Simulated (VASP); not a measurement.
# Cu (P6_3/mmc) in VASP: a series of runs

The runs below take Cu through single point, with r2SCAN.

All numbers are computed with VASP 6.6.1; they aren't measurements. Logs are shortened: lines on timing, memory, paths and dates and some standing lists are left out, and cuts for length are marked.

### Step 1. The cell of the first run

The structure is hexagonal, space group P6_3/mmc (No. 194). The conventional cell has a = 2.531 Å, b = 2.531 Å, c = 8.262 Å, α = 90.00°, β = 90.00°, γ = 120.00°. Cu (site symmetry -3m) has 12 Cu at 2.53 Å within 3.3 Å. Within 3.3 Å of Cu (site symmetry -6m2) lie 12 Cu at 2.53 Å.

### Step 2. Single point, r2SCAN

File POSCAR:

```
Cu
1.0
    2.5307640300      0.0000000000      0.0000000000
   -1.2653820100      2.1917059400      0.0000000000
    0.0000000000      0.0000000000      8.2618150800
Cu
4
Direct
    0.0000000000      0.0000000000      0.0000000000
    0.3333333333      0.6666666667      0.2500000000
    0.0000000000      0.0000000000      0.5000000000
    0.6666666667      0.3333333333      0.7500000000
```

File INCAR.step1:

```
SYSTEM = Cu
PREC = Accurate ; ENCUT = 520
ISMEAR = 1 ; SIGMA = 0.15
LREAL = .False. ; LASPH = .True.
NELM = 80 ; NBANDS = 30
GGA = PE ; ALGO = Normal
EDIFF = 1E-4 ; LWAVE = .True.
LCHARG = .False.
```

File INCAR.step2:

```
SYSTEM = Cu
PREC = Accurate ; ENCUT = 520
EDIFF = 1E-6 ; ISMEAR = 1
SIGMA = 0.15 ; LREAL = .False.
LASPH = .True. ; NELM = 80
ALGO = Normal ; ISIF = 2
LWAVE = .False. ; LCHARG = .False.
METAGGA = R2SCAN ; LMIXTAU = .True.
NBANDS = 30 ; ISTART = 1
```

File KPOINTS:

```
regular mesh
0
Gamma
  3 3 1
  0 0 0
```

Potentials or basis: VASP PAW PBE potentials, release 64 (Cu).

Run with:

```bash
$ cat potpaw_PBE.64/Cu/POTCAR > POTCAR
$ cp INCAR.step1 INCAR
$ mpirun -np 1 vasp_std > vasp.out
$ cp INCAR.step2 INCAR
$ mpirun -np 1 vasp_std > vasp.out
```

OUTCAR:

```text
SYSTEM = Cu
   PREC = Accurate
   ENCUT = 520
   EDIFF = 1E-6
   ISMEAR = 1
   LREAL = .False.
   LASPH = .True.
   NELM = 80
   ISIF = 2
   METAGGA = R2SCAN
   ISTART = 1

 ion  position               nearest neighbor table
   1  0.000  0.000  0.000-   2 2.53   4 2.53   2 2.53   4 2.53   4 2.53   2 2.53
   2  0.333  0.667  0.250-   1 2.53   3 2.53   1 2.53   3 2.53   1 2.53   3 2.53
   3  0.000  0.000  0.500-   2 2.53   4 2.53   2 2.53   4 2.53   4 2.53   2 2.53
   4  0.667  0.333  0.750-   1 2.53   3 2.53   1 2.53   3 2.53   1 2.53   3 2.53

  LATTYP: Found a hexagonal cell.
 ALAT       =     2.5307640300
 C/A-ratio  =     3.2645537008

  Lattice vectors:

 A1 = (   2.5307640300,   0.0000000000,   0.0000000000)
 A2 = (  -1.2653820100,   2.1917059400,   0.0000000000)
 A3 = (   0.0000000000,   0.0000000000,   8.2618150800)

Analysis of symmetry for initial positions (statically):
=====================================================================
 Subroutine PRICEL returns:
 Original cell was already a primitive cell.

 Routine SETGRP: Setting up the symmetry group for a
 hexagonal supercell.

 Subroutine GETGRP returns: Found 24 space group operations
 (whereof 12 operations were pure point group operations)
 out of a pool of 24 trial point group operations.

The static configuration has the point symmetry D_3d.
 The point group associated with its full space group is D_6h.

Analysis of symmetry for dynamics (positions and initial velocities):
=====================================================================
 Subroutine PRICEL returns:
 Original cell was already a primitive cell.

 Routine SETGRP: Setting up the symmetry group for a
 hexagonal supercell.

 Subroutine GETGRP returns: Found 24 space group operations
 (whereof 12 operations were pure point group operations)
 out of a pool of 24 trial point group operations.

The dynamic configuration has the point symmetry D_3d.
 The point group associated with its full space group is D_6h.

 Subroutine INISYM returns: Found 24 space group operations
 (whereof 12 operations are pure point group operations),
 and found     1 'primitive' translations

----------------------------------------------------------------------------------------

                                     Primitive cell

  volume of cell :      45.8257

  direct lattice vectors                    reciprocal lattice vectors
     2.530764030  0.000000000  0.000000000     0.395137590  0.228132793  0.000000000
    -1.265382010  2.191705940  0.000000000     0.000000000  0.456265588  0.000000000
     0.000000000  0.000000000  8.261815080     0.000000000  0.000000000  0.121038778

  length of vectors
     2.530764030  2.530764027  8.261815080     0.456265588  0.456265588  0.121038778

  position of ions in fractional coordinates (direct lattice)
     0.000000000  0.000000000  0.000000000
     0.333333333  0.666666667  0.250000000
     0.000000000  0.000000000  0.500000000
     0.666666667  0.333333333  0.750000000

  ion indices of the primitive-cell ions
   primitive index   ion index
                 1           1
                 2           2
                 3           3
                 4           4

----------------------------------------------------------------------------------------

 KPOINTS: regular mesh

Automatic generation of k-mesh.
 Grid dimensions read from file:
 generate k-points for:    3    3    1

 Generating k-lattice:

  Cartesian coordinates                     Fractional coordinates (reciprocal lattice)
     0.131712530  0.076044264  0.000000000     0.333333333 -0.000000000  0.000000000
     0.000000000  0.152088529  0.000000000     0.000000000  0.333333333  0.000000000
     0.000000000  0.000000000  0.121038778     0.000000000  0.000000000  1.000000000

  Length of vectors
     0.152088529  0.152088529  0.121038778

  Shift w.r.t. Gamma in fractional coordinates (k-lattice)
     0.000000000  0.000000000  0.000000000

 Subroutine IBZKPT returns following result:
 ===========================================

 Found      3 irreducible k-points:

 Following reciprocal coordinates:
            Coordinates               Weight
  0.000000  0.000000  0.000000      1.000000
  0.333333  0.000000  0.000000      6.000000
  0.333333  0.333333  0.000000      2.000000
   k-points           NKPTS =      3   k-points in BZ     NKDIM =      3   number of bands    NBANDS=     30
   number of dos      NEDOS =    301   number of ions     NIONS =      4
   total plane-waves  NPLWV =  25600
   dimension x,y,z NGX =    20 NGY =   20 NGZ =   64
   dimension x,y,z NGXF=    40 NGYF=   40 NGZF=  128
   ions per type =               4
   NGX,Y,Z   is equivalent  to a cutoff of  13.14, 13.14, 12.88 a.u.
   NGXF,Y,Z  is equivalent  to a cutoff of  26.28, 26.28, 25.76 a.u.
 SYSTEM =  Cu
   PREC   = accura    normal or accurate (medium, high low for compatibility)
   ISTART =      1    job   : 0-new  1-cont  2-samecut
   ICHARG =      0    charge: 1-file 2-atom 10-const
   ISPIN  =      1    spin polarized calculation?
   LNONCOLLINEAR =      F non collinear calculations
   LSORBIT =      F    spin-orbit coupling
   LASPH  =      T    aspherical Exc in radial PAW
   ENCUT  =  520.0 eV  38.22 Ry    6.18 a.u.   4.71  4.71 15.36*2*pi/ulx,y,z
   NELM   =     80;   NELMIN=  2; NELMDL=  0     # of ELM steps
   EDIFF  = 0.1E-05   stopping-criterion for ELM
   LREAL  =      F    real-space projection
   EDIFFG = 0.1E-04   stopping-criterion for IOM
   NSW    =      0    number of steps for IOM
   IBRION =     -1    ionic relax: 0-MD 1-quasi-New 2-CG
   NFREE  =      0    steps in history (QN), initial steepest desc. (CG)
   ISIF   =      2    stress and relaxation
   ISYM   =      2    0-nonsym 1-usesym 2-fastsym
   POTIM  = 0.5000    time-step for ionic-motion
   TEBEG  =    0.0;   TEEND  =   0.0 temperature during run
   PSTRESS=    0.0 pullay stress
   NELECT =      44.0000    total number of electrons
   NUPDOWN=      -1.0000    fix difference up-down
   EMIN   =  10.00;   EMAX   =-10.00  energy-range for DOS
   EFERMI =   0.00;   METHOD = LEGACY
   ISMEAR =     1;   SIGMA  =   0.15  broadening in eV -4-tet -1-fermi 0-gaus
   EFERMI_NEDOS =   21; number of points for ismear=-14 and -15
   IALGO  =     38    algorithm
   IMIX   =      4    mixing-type and parameters
     AMIX     =   0.40;   BMIX     =  1.00
     AMIX_MAG =   1.60;   BMIX_MAG =  1.00
  volume/ion in A,a.u.               =      11.46        77.31
  Fermi-wavevector in a.u.,A,eV,Ry     =   1.615062  3.052025 35.489789  2.608426
  Thomas-Fermi vector in A             =   2.709870
   LORBIT       =      0    0 simple, 1 ext, 2 COOP (PROOUT), +10 PAW based schemes
   METAGGA = R2SCAN    functional components
   LHFCALC =     F    Hartree Fock is set to
   AEXX    =    0.0000 exact exchange contribution
   IVDW    =     0    specifies the selected vdW correction
   LEPSILON=     F    determine dielectric tensor
   LRPA    =     F    only Hartree local field effects (RPA)
 non-spin polarized calculation
 Methfessel and Paxton  Order N= 1 SIGMA  =   0.15
  energy-cutoff  :      520.00
  volume of cell :       45.83
 maximum number of plane-waves:      1243
 NGX is ok and might be reduce to    20
   NGX =  9   NGY =  9   NGZ = 31

 number of electron      43.9999989 magnetization

 Free energy of the ion-electron system (eV)
  ---------------------------------------------------
  ext. energy  EPLUGINS =         0.00000000
  ---------------------------------------------------
  free energy    TOTEN  =       -43.73925917 eV

  energy without entropy =      -43.70003043  energy(sigma->0) =      -43.72618292

 E-fermi :   6.5935     XC(G=0): -13.9478

 val. band max:        6.5766703912   @ k =   0.3333   0.0000   0.0000
 cond. band min:       6.6631240375   @ k =   0.0000   0.0000   0.0000
 fundamental gap:      0.0864536463
 Fermi energy:         6.5935181313

 k-point     1 :       0.0000    0.0000    0.0000
  band No.  band energies     occupation
      1      -2.1313      2.00000
      2       0.1126      2.00000
      3       0.1201      2.00000
      4       2.3283      2.00000
      5       4.2015      2.00000
      6       4.2727      2.00000
[... 22 lines left out ...]
     29      30.7510      0.00000
     30      31.1502      0.00000

 k-point     2 :       0.3333    0.0000    0.0000
  band No.  band energies     occupation
      1       1.2060      2.00000
      2       2.3304      2.00000
      3       2.3387      2.00000
      4       3.1772      2.00000
      5       3.5178      2.00000
      6       3.6983      2.00000
[... 22 lines left out ...]
     29      23.0909      0.00000
     30      23.1286      0.00000

 k-point     3 :       0.3333    0.3333    0.0000
  band No.  band energies     occupation
      1       3.4174      2.00000
      2       3.4556      2.00000
      3       3.4556      2.00000
      4       3.5032      2.00000
      5       3.5032      2.00000
      6       3.5601      2.00000
[... 22 lines left out ...]
     29      15.3138      0.00000
     30      19.3334      0.00000

------------------------ aborting loop because EDIFF is reached ----------------------------------------

  FORCE on cell =-STRESS in cart. coord.  units (eV):
  Direction    XX          YY          ZZ          XY          YZ          ZX
  --------------------------------------------------------------------------------------
  -------------------------------------------------------------------------------------
  Total        0.2335332      0.2335332     -0.4063683      0.0000000     -0.0000000      0.0000000
  in kB        8.1648814      8.1648814    -14.2076101      0.0000000     -0.0000000      0.0000000
  external PRESSURE =       0.7073843 kB  Pullay stress =       0.0000000 kB

 VOLUME and BASIS-vectors are now :
 -----------------------------------------------------------------------------
  energy-cutoff  :      520.00
  volume of cell :       45.83
      direct lattice vectors                 reciprocal lattice vectors
     2.530764030  0.000000000  0.000000000     0.395137590  0.228132793  0.000000000
    -1.265382010  2.191705940  0.000000000     0.000000000  0.456265588  0.000000000
     0.000000000  0.000000000  8.261815080     0.000000000  0.000000000  0.121038778

 POSITION                                       TOTAL-FORCE (eV/Angst)
 -----------------------------------------------------------------------------------
      0.00000      0.00000      0.00000        -0.000000      0.000000      0.000000
      0.00000      1.46114      2.06545         0.000000     -0.000000     -0.000000
      0.00000      0.00000      4.13091        -0.000000      0.000000      0.000000
      1.26538      0.73057      6.19636         0.000000     -0.000000      0.000000
 -----------------------------------------------------------------------------------
    total drift:                                0.000000     -0.000000      0.000000

  FREE ENERGIE OF THE ION-ELECTRON SYSTEM (eV)
  ---------------------------------------------------
  free  energy   TOTEN  =       -43.7392591716 eV

  energy  without entropy=      -43.7000304282  energy(sigma->0) =      -43.72618292
```

It took 24 s on 1 thread of Intel Xeon 6975P-C (Granite Rapids), shared host; peak memory 0.16 GiB.

Results:

```yaml
Free_energy: -43.7393 eV
Pressure: 0.1 GPa
Band_gap_on_the_k_mesh: zero (band 22 reaches 11.17 eV, above the bottom of band 23 at 5.95 eV)
```

Caveat: the k points lie up to 0.96 Å⁻¹ apart; the PAW data sets were made with another functional, which shifts forces and pressure a little.

### Step 3. Single point, r2SCAN

POSCAR is that of step 2.

File INCAR.step1:

```
SYSTEM = Cu
PREC = Accurate
ENCUT = 520
ISMEAR = 1
SIGMA = 0.15
LREAL = .FALSE.
LASPH = .TRUE.
NELM = 100
NBANDS = 30
GGA = PE
ALGO = Normal
EDIFF = 1E-4
LWAVE = .TRUE.
LCHARG = .FALSE.
```

File INCAR.step2:

```
SYSTEM = Cu
PREC = Accurate
ENCUT = 520
EDIFF = 1E-7
ISMEAR = 1
SIGMA = 0.15
LREAL = .FALSE.
LASPH = .TRUE.
NELM = 100
ALGO = Normal
ISIF = 2
LWAVE = .FALSE.
LCHARG = .FALSE.
METAGGA = R2SCAN
LMIXTAU = .TRUE.
NBANDS = 30
ISTART = 1
```

File KPOINTS:

```
Automatic mesh
0
G
  5 5 2
  0 0 0
```

Potentials or basis: VASP PAW PBE potentials, release 64 (Cu).

Run with:

```bash
$ cat potpaw_PBE.64/Cu/POTCAR > POTCAR
$ cp INCAR.step1 INCAR
$ mpirun -np 1 vasp_std > vasp.out
$ cp INCAR.step2 INCAR
$ mpirun -np 1 vasp_std > vasp.out
```

Run time: 62 s. Hardware: 1 thread of Intel Xeon 6975P-C (Granite Rapids), shared host; peak memory 0.16 GiB.

The run converged. Its results:

- Free energy: -43.4594 eV
- Pressure: -0.3 GPa
- Band gap on the k mesh: zero (band 22 reaches 9.83 eV, above the bottom of band 23 at 5.82 eV)

Stress tensor (GPa, compression positive):
```
-0.39  0.00  0.00
 0.00 -0.39  0.00
 0.00  0.00 -0.13
```

Levels at points of the mesh, in eV from the Fermi level:
| k point | band 18 | band 19 | band 20 | band 21 | band 22 | band 23 | band 24 | band 25 | band 26 | band 27 |
| --- | --- | --- | --- | --- | --- | --- | --- | --- | --- | --- |
| (0.00, 0.00, 0.00) | -1.89 | -1.89 | -1.70 | -1.70 | -1.40 | -1.40 | -0.70 | 4.55 | 13.68 | 13.68 |
| (0.00, 0.00, 0.50) | -2.01 | -2.01 | -2.01 | -1.53 | -1.53 | -1.53 | -1.53 | 7.83 | 7.83 | 20.37 |

Caveat: the k points lie up to 0.57 Å⁻¹ apart; the PAW data sets were made with another functional, which shifts forces and pressure a little.

### Step 4. Single point, r2SCAN

POSCAR is that of step 3.

File INCAR.step1:

```
  ALGO = Normal
  EDIFF = 1E-4
  ENCUT = 520
  GGA = PE
  ISMEAR = 1
  LASPH = True
  LCHARG = False
  LREAL = False
  LWAVE = True
  NBANDS = 30
  NELM = 60
  PREC = Accurate
  SIGMA = 0.15
```

File INCAR.step2:

```
  ALGO = Normal
  EDIFF = 1E-6
  ENCUT = 520
  ISIF = 2
  ISMEAR = 1
  ISTART = 1
  LASPH = True
  LCHARG = False
  LMIXTAU = True
  LREAL = False
  LWAVE = False
  METAGGA = R2SCAN
  NBANDS = 30
  NELM = 60
  PREC = Accurate
  SIGMA = 0.15
```

File KPOINTS:

```
k-points
0
Gamma
  6 6 2
```

Run with:

```bash
$ cat potpaw_PBE.64/Cu/POTCAR > POTCAR
$ cp INCAR.step1 INCAR
$ mpirun -np 1 vasp_std > vasp.out
$ cp INCAR.step2 INCAR
$ mpirun -np 1 vasp_std > vasp.out
```

Run time: 48 s. Hardware: 1 thread of Intel Xeon 6975P-C (Granite Rapids), shared host; peak memory 0.17 GiB.

Results (log left out):

| Quantity | Value |
| --- | --- |
| Free energy | -43.1868 eV |
| Pressure | 1.2 GPa |
| Band gap on the k mesh | zero (band 22 reaches 11.31 eV, above the bottom of band 23 at 5.86 eV) |

Stress tensor (GPa, compression positive):
```
 2.58  0.00  0.00
 0.00  2.58  0.00
 0.00  0.00 -1.61
```

Levels at points of the mesh, in eV from the Fermi level:
```
           k point  band 18  band 19  band 20  band 21  band 22  band 23  band 24  band 25  band 26  band 27
(0.00, 0.00, 0.00)    -2.16    -2.16    -2.01    -2.01    -1.70    -1.70    -1.05     4.24    13.35    13.36
(0.50, 0.00, 0.00)    -1.56    -1.54    -1.53    -0.60     0.49     1.11     1.76     5.08     5.10     9.10
(0.00, 0.00, 0.50)    -2.31    -2.31    -2.31    -1.83    -1.83    -1.83    -1.83     7.51     7.51    20.04
(0.50, 0.00, 0.50)    -1.64    -1.55    -1.55     0.11     0.11     1.54     1.54     5.60     5.60     7.54
```

Caveat: the k points lie up to 0.48 Å⁻¹ apart; the PAW data sets were made with another functional, which shifts forces and pressure a little.

(Part 1 of 2 ends here.)
